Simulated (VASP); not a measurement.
NdGaO2: relaxation of cell and atoms with PBE

NdGaO2:

```
Nd Ga O
1.0
     3.84375    0.00000    0.00000
    -1.92187    3.32878    0.00000
     0.00000    0.00000    5.71295
Nd Ga O
1 1 2
Cartesian
  0.0000 0.0000 2.8565
  0.0000 0.0000 0.0000
  0.0000 2.2192 0.0000
  1.9219 1.1096 0.0000
```

The cell was generated, and may not be a known phase.

```json
{
  "Program": "VASP 6.6.1",
  "Task": "relaxation of cell and atoms",
  "Functional": "PBE",
  "Potentials or basis": "VASP PAW PBE potentials, release 64 (Nd_3, Ga_d, O), 4f in core",
  "Cutoff": "600 eV",
  "k mesh": "6 × 6 × 4",
  "Occupations": "gaussian, width 0.1 eV",
  "Spin": "no spin polarisation",
  "Dipole correction": "no",
  "Further INCAR settings": "ALGO = Normal; EDIFF = 1e-07; IBRION = 2; EDIFFG = -0.04; NSW = 90; ISIF = 3"
}
```

| Quantity | Value |
| --- | --- |
| Relaxed volume | 18.00 Å³/atom |
| Relaxed cell | a = 3.818 Å, b = 3.818 Å, c = 5.704 Å, α = 90.00°, β = 90.00°, γ = 120.00° |
| Space group after relaxing (to 0.1 Å) | P6/mmm (No. 191) |
| Energy gained by relaxing | 0.8 meV/atom |
| Ionic steps | 2 |
| Pressure after relaxing | 0.2 GPa |
| Band gap on the k mesh | zero (bands 18 and 19 overlap by 1.47 eV) |

Stress tensor (GPa, compression positive):
```
0.17 0.00 0.00
0.00 0.17 0.00
0.00 0.00 0.25
```

Step by step:
```
step  energy change (eV)  largest force (eV/Å)  pressure (GPa)  volume (Å³)
   1              0.0000                0.0000           -0.91        73.10
   2             -0.0033                0.0000            0.19        72.01
```

Final structure:
```
CELL_PARAMETERS angstrom
3.81806 0.00000 0.00000
-1.90903 3.30654 0.00000
0.00000 0.00000 5.70372
ATOMIC_POSITIONS crystal
Nd 0.00000 0.00000 0.50000
Ga 0.00000 0.00000 0.00000
O 0.33333 0.66667 0.00000
O 0.66667 0.33333 0.00000
```

Levels at points of the mesh, in eV from the Fermi level:
| k point | band 14 | band 15 | band 16 | band 17 | band 18 | band 19 | band 20 | band 21 | band 22 |
| --- | --- | --- | --- | --- | --- | --- | --- | --- | --- |
| (0.00, 0.00, 0.00) | -4.19 | -3.26 | -2.31 | -2.31 | -2.07 | -1.20 | 1.45 | 1.45 | 3.12 |
| (0.50, 0.00, 0.00) | -3.60 | -2.44 | -1.55 | -0.99 | -0.08 | 0.31 | 1.54 | 2.41 | 2.69 |
| (0.00, 0.00, 0.50) | -4.18 | -2.40 | -2.40 | -1.70 | -1.66 | -1.22 | 0.90 | 1.38 | 1.38 |
| (0.50, 0.00, 0.50) | -3.29 | -3.04 | -1.68 | -0.78 | -0.07 | -0.05 | 0.49 | 1.91 | 2.62 |

Wall time 68 s on 1 thread of Intel(R) Xeon(R) Platinum 8375C CPU @ 2.90GHz (Ice Lake) (shared host), peak memory 0.24 GiB.

Caveat: spin-orbit coupling is left out, which moves the levels of the heavy elements; the 4f electrons are frozen in the core, so they carry no moment and show no levels; the run has no spin polarisation, though such a crystal can be magnetic. Spin polarisation is off, so any magnetic state and its effect on volume and gap are missing.
